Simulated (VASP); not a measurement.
# MoS2 in VASP: single point with PBE+D3(BJ)

Aim: the single point of MoS2 with PBE+D3(BJ).

Program: VASP 6.6.1. These are calculated values, not measurements. Logs are shortened: lines on timing, memory, paths and dates and some standing lists are left out, and cuts for length are marked.

### 1 The cell of the first run

The cell holds a slab with vacuum, 6 atoms: a = 3.135 Å, b = 3.135 Å, c = 23.938 Å, α = 90.00°, β = 90.00°, γ = 120.00°.

### 2 Single point, PBE+D3(BJ)

File INCAR:

```
SYSTEM = MoS2
PREC     = Accurate       ! precision mode
ENCUT    = 520            ! plane-wave cutoff, eV
EDIFF    = 1E-6           ! SCF threshold, eV
ISMEAR   = 0              ! smearing method
SIGMA    = 0.1            ! smearing width, eV
LREAL    = .FALSE.        ! projectors in reciprocal space
LASPH    = .TRUE.         ! aspherical terms in the spheres
NELM     = 60             ! most SCF steps
ALGO     = Normal         ! electronic algorithm
ISIF     = 2              ! what is computed and relaxed
LWAVE    = .FALSE.        ! write WAVECAR
LCHARG   = .FALSE.        ! write CHGCAR
LDIPOL   = .TRUE.       
IDIPOL   = 3            
DIPOL    = 0.5 0.5 0.403
GGA      = PE             ! functional
IVDW     = 12             ! dispersion correction
NBANDS   = 35             ! bands
```

File KPOINTS:

```
regular mesh
0
G
  12 12 1
  0 0 0
```

File POSCAR:

```
MoS2
1.0
    3.1346592680      0.0000000000      0.0000000000
   -1.5673296340      2.7146945583      0.0000000000
    0.0000000000      0.0000000000     23.9375765799
S Mo
4 2
Direct
    0.0000000000      0.0000000000      0.1879889547
    0.3333333333      0.6666666667      0.3224548761
    0.3333333333      0.6666666667      0.4828721175
    0.6666666667      1.3333333333      0.6173380388
    0.6666666667      0.3333333333      0.2552219154
    1.0000000000      1.0000000000      0.5501050781
```

Potentials or basis: VASP PAW PBE potentials, release 64 (S, Mo_sv).

Started as:

```bash
$ cat potpaw_PBE.64/S/POTCAR potpaw_PBE.64/Mo_sv/POTCAR > POTCAR
$ mpirun -np 1 vasp_std > vasp.out
```

OUTCAR:

```text
SYSTEM = MoS2
   PREC = Accurate
   ENCUT = 520
   EDIFF = 1E-6
   ISMEAR = 0
   LREAL = .FALSE.
   LASPH = .TRUE.
   NELM = 60
   ISIF = 2
   GGA = PE
   IVDW = 12
 IVDW          = 12

 ion  position               nearest neighbor table
   1  0.000  0.000  0.188-   5 2.42   5 2.42   5 2.42
   2  0.333  0.667  0.322-   5 2.42   5 2.42   5 2.42
   3  0.333  0.667  0.483-   6 2.42   6 2.42   6 2.42
   4  0.667  0.333  0.617-   6 2.42   6 2.42   6 2.42
   5  0.667  0.333  0.255-   2 2.42   1 2.42   2 2.42   1 2.42   1 2.42   2 2.42
   6  0.000  0.000  0.550-   3 2.42   3 2.42   3 2.42   4 2.42   4 2.42   4 2.42

  LATTYP: Found a hexagonal cell.
 ALAT       =     3.1346592680
 C/A-ratio  =     7.6364205910

  Lattice vectors:

 A1 = (   3.1346592680,   0.0000000000,   0.0000000000)
 A2 = (  -1.5673296340,   2.7146945583,   0.0000000000)
 A3 = (   0.0000000000,   0.0000000000,  23.9375765799)

Analysis of symmetry for initial positions (statically):
=====================================================================
 Subroutine PRICEL returns:
 Original cell was already a primitive cell.

 Routine SETGRP: Setting up the symmetry group for a
 hexagonal supercell.

 Subroutine GETGRP returns: Found 12 space group operations
 (whereof  6 operations were pure point group operations)
 out of a pool of 24 trial point group operations.

The static configuration has the point symmetry C_3v.
 The point group associated with its full space group is D_3d.

Analysis of symmetry for dynamics (positions and initial velocities):
=====================================================================
 Subroutine PRICEL returns:
 Original cell was already a primitive cell.

 Routine SETGRP: Setting up the symmetry group for a
 hexagonal supercell.

 Subroutine GETGRP returns: Found 12 space group operations
 (whereof  6 operations were pure point group operations)
 out of a pool of 24 trial point group operations.

The dynamic configuration has the point symmetry C_3v.
 The point group associated with its full space group is D_3d.

 Subroutine INISYM returns: Found 12 space group operations
 (whereof  6 operations are pure point group operations),
 and found     1 'primitive' translations

----------------------------------------------------------------------------------------

                                     Primitive cell

  volume of cell :     203.7002

  direct lattice vectors                    reciprocal lattice vectors
[... 100 lines left out ...]
   NELECT =      52.0000    total number of electrons
   NUPDOWN=      -1.0000    fix difference up-down
   EMIN   =  10.00;   EMAX   =-10.00  energy-range for DOS
   EFERMI =   0.00;   METHOD = LEGACY
   ISMEAR =     0;   SIGMA  =   0.10  broadening in eV -4-tet -1-fermi 0-gaus
   EFERMI_NEDOS =   21; number of points for ismear=-14 and -15
   IALGO  =     38    algorithm
   IMIX   =      4    mixing-type and parameters
     AMIX     =   0.40;   BMIX     =  1.00
     AMIX_MAG =   1.60;   BMIX_MAG =  1.00
  volume/ion in A,a.u.               =      33.95       229.11
  Fermi-wavevector in a.u.,A,eV,Ry     =   1.038513  1.962506 14.674021  1.078510
  Thomas-Fermi vector in A             =   2.173001
   LORBIT       =      0    0 simple, 1 ext, 2 COOP (PROOUT), +10 PAW based schemes
   GGA     = PE    functional components
   LHFCALC =     F    Hartree Fock is set to
   AEXX    =    0.0000 exact exchange contribution
   IVDW    =    12    specifies the selected vdW correction
   LEPSILON=     F    determine dielectric tensor
   LRPA    =     F    only Hartree local field effects (RPA)
 non-spin polarized calculation
 Gauss-broadening in eV      SIGMA  =   0.10
  energy-cutoff  :      520.00
  volume of cell :      203.70
 maximum number of plane-waves:      5520
 NGX is ok and might be reduce to    24
   NGX = 11   NGY = 11   NGZ = 89

 dipolmoment           0.000000      0.000000     -0.000002 electrons x Angstroem

 number of electron      52.0000005 magnetization

 dipolmoment           0.000000      0.000000      0.000000 electrons x Angstroem

 Free energy of the ion-electron system (eV)
  ---------------------------------------------------
  ext. energy  EPLUGINS =         0.00000000
  ---------------------------------------------------
  free energy    TOTEN  =       -41.99377361 eV

  energy without entropy =      -41.97599285  energy(sigma->0) =      -41.98488323

 E-fermi :   1.6509     XC(G=0):  -6.2106

 val. band max:        1.6425305973   @ k =   0.1667   0.1667   0.0000
 cond. band min:       1.6693300117   @ k =   0.2500   0.2500   0.0000
 fundamental gap:      0.0267994144
 Fermi energy:         1.6508513407

 k-point     1 :       0.0000    0.0000    0.0000
  band No.  band energies     occupation
      1     -60.1099      2.00000
      2     -60.1099      2.00000
      3     -34.1911      2.00000
      4     -34.1911      2.00000
      5     -34.0514      2.00000
      6     -34.0514      2.00000
[... 711 lines left out ...]
     34       5.0615      0.00000
     35       8.2490      0.00000

------------------------ aborting loop because EDIFF is reached ----------------------------------------

 vacuum level on the upper side and lower side of the slab       (xc-potential included)        -0.155        -0.155

 Edisp (eV)   -2.10435

 E8    (eV) :    -0.8818

  FORCE on cell =-STRESS in cart. coord.  units (eV):
  Direction    XX          YY          ZZ          XY          YZ          ZX
  --------------------------------------------------------------------------------------
  -------------------------------------------------------------------------------------
  Total      -0.19219    -0.19219    -0.70935     0.00000     0.00000    -0.00000
  in kB      -1.51168    -1.51168    -5.57927     0.00000     0.00000    -0.00000
  external pressure =       -2.87 kB  Pullay stress =        0.00 kB

 VOLUME and BASIS-vectors are now :
 -----------------------------------------------------------------------------
  energy-cutoff  :      520.00
  volume of cell :      203.70
      direct lattice vectors                 reciprocal lattice vectors
     3.134659268  0.000000000  0.000000000     0.319013939  0.184182783  0.000000000
    -1.567329634  2.714694558  0.000000000     0.000000000  0.368365567  0.000000000
     0.000000000  0.000000000 23.937576580     0.000000000  0.000000000  0.041775323

 POSITION                                       TOTAL-FORCE (eV/Angst)
 -----------------------------------------------------------------------------------
      0.00000      0.00000      4.50000         0.000000      0.000000      0.025886
     -0.00000      1.80980      7.71879         0.000000     -0.000000      0.038570
     -0.00000      1.80980     11.55879        -0.000000      0.000000     -0.038570
      1.56733      0.90490     14.77758        -0.000000      0.000000     -0.025886
      1.56733      0.90490      6.10939        -0.000000     -0.000000      0.032316
      0.00000      0.00000     13.16818         0.000000      0.000000     -0.032316
 -----------------------------------------------------------------------------------
    total drift:                               -0.000000      0.000000      0.000020

  FREE ENERGIE OF THE ION-ELECTRON SYSTEM (eV)
  ---------------------------------------------------
  free  energy   TOTEN  =       -44.0981259789 eV

  energy  without entropy=      -44.0803452156  energy(sigma->0) =      -44.08923560

 vacuum level on the upper side and lower side of the slab         6.589         6.590
```

OSZICAR:

```text
N       E                     dE             d eps       ncg     rms          rms(c)
DAV:   1     0.438538613301E+03    0.43854E+03   -0.27963E+04  1546   0.129E+03
DAV:   2    -0.174922579210E+02   -0.45603E+03   -0.44411E+03  1687   0.324E+02
DAV:   3    -0.443593377177E+02   -0.26867E+02   -0.26316E+02  1652   0.720E+01
[... 15 lines left out ...]
DAV:  19    -0.419937386216E+02   -0.46076E-04   -0.13964E-06  1074   0.347E-03    0.514E-03
DAV:  20    -0.419937566109E+02   -0.17989E-04   -0.83690E-07  1070   0.274E-03    0.238E-03
DAV:  21    -0.419937723221E+02   -0.15711E-04   -0.14485E-06  1062   0.280E-03    0.217E-03
DAV:  22    -0.419937733432E+02   -0.10211E-05   -0.71875E-08   929   0.106E-03    0.137E-03
DAV:  23    -0.419937736144E+02   -0.27123E-06   -0.34050E-08   797   0.664E-04
   1 F= -.44098126E+02 E0= -.44089236E+02  d E =-.177808E-01
```

stdout:

```text
POSCAR found type information on POSCAR S Mo
 POSCAR found :  2 types and       6 ions
 scaLAPACK will be used
 LDA part: xc-table for (Slater+PW92), standard interpolation
 POSCAR, INCAR and KPOINTS ok, starting setup
 FFT: planning ... GRIDC
 FFT: planning ... GRID_SOFT
 FFT: planning ... GRID
 WAVECAR not read
 entering main loop
```

Run time: 2.6 min. Hardware: 1 thread of Intel Xeon Platinum 8488C (Sapphire Rapids), shared host; peak memory 0.35 GiB.

What came out:

```yaml
Free_energy: -44.0981 eV
Largest_force: 0.039 eV/Å
Band_gap_on_the_k_mesh: zero (bands 26 and 27 overlap by 0.48 eV)
Dispersion_energy_per_atom: -0.351 eV
```

Forces in eV/Å, atoms in the order of the input:
```
S    0.000  0.000  0.026
S    0.000  0.000  0.039
S    0.000  0.000 -0.039
S    0.000  0.000 -0.026
Mo   0.000  0.000  0.032
Mo   0.000  0.000 -0.032
```

The gap in the log of VASP goes by the Fermi energy; the results here count the filled bands.